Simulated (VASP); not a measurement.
Here is a VASP 6.6.1 calculation.

Contents of INCAR:

```
SYSTEM = HoAuF4
ALGO     = Normal         ! electronic algorithm
EDIFF    = 1E-7           ! SCF threshold, eV
EDIFFG   = -0.08          ! ionic threshold
ENCUT    = 600            ! plane-wave cutoff, eV
GGA      = PE             ! functional
GGA_COMPAT= .False.      
IBRION   = 2              ! ionic algorithm
ISIF     = 3              ! what is computed and relaxed
ISMEAR   = 0              ! smearing method
LASPH    = .True.         ! aspherical terms in the spheres
LCHARG   = .False.        ! write CHGCAR
LMAXMIX  = 6              ! l up to which the mixer works
LREAL    = .False.        ! projectors in reciprocal space
LWAVE    = .False.        ! write WAVECAR
NELM     = 200            ! most SCF steps
NELMIN   = 4            
NSW      = 36             ! ionic steps
PREC     = Accurate       ! precision mode
SIGMA    = 0.15           ! smearing width, eV
```

The input KPOINTS:

```
k-points
0
Gamma
  3 3 3
  0 0 0
```

The input POSCAR:

```
HoAuF4
1.0
    0.0000000000      3.4471510400      3.4471510400
    3.4471510400      0.0000000000      3.4471510400
    3.4471510400      3.4471510400      0.0000000000
Ho Au F
1 1 4
Direct
    0.7500000000      0.7500000000      0.7500000000
    0.0000000000      0.0000000000      0.0000000000
    0.3748045600      0.3748045600      0.8755863300
    0.8755863300      0.3748045600      0.3748045600
    0.3748045600      0.3748045600      0.3748045600
    0.3748045600      0.8755863300      0.3748045600
```

Potentials or basis: VASP PAW PBE potentials, release 64 (Ho_3, Au, F), 4f in core.

The run is started by

```bash
$ cat potpaw_PBE.64/Ho_3/POTCAR potpaw_PBE.64/Au/POTCAR potpaw_PBE.64/F/POTCAR > POTCAR
$ mpirun -np 1 vasp_std > vasp.out
```

(1) What does it give for the band gap on the k mesh?

(2) Estimate the relaxed volume.

(3) What does it give for the relaxed cell?

(4) Estimate the space group after relaxing (to 0.1 Å).

## Answers

(1) zero (filled and empty bands touch).

(2) 12.53 Å³/atom.

(3) a = 4.738 Å, b = 4.738 Å, c = 4.738 Å, α = 60.00°, β = 60.00°, γ = 60.00°.

(4) F-43m (No. 216).

Caveat: the k points lie up to 0.54 Å⁻¹ apart in the final cell; spin-orbit coupling is left out, which moves the levels of the heavy elements; the 4f electrons are frozen in the core, so they carry no moment and show no levels; the run has no spin polarisation, though such a crystal can be magnetic.
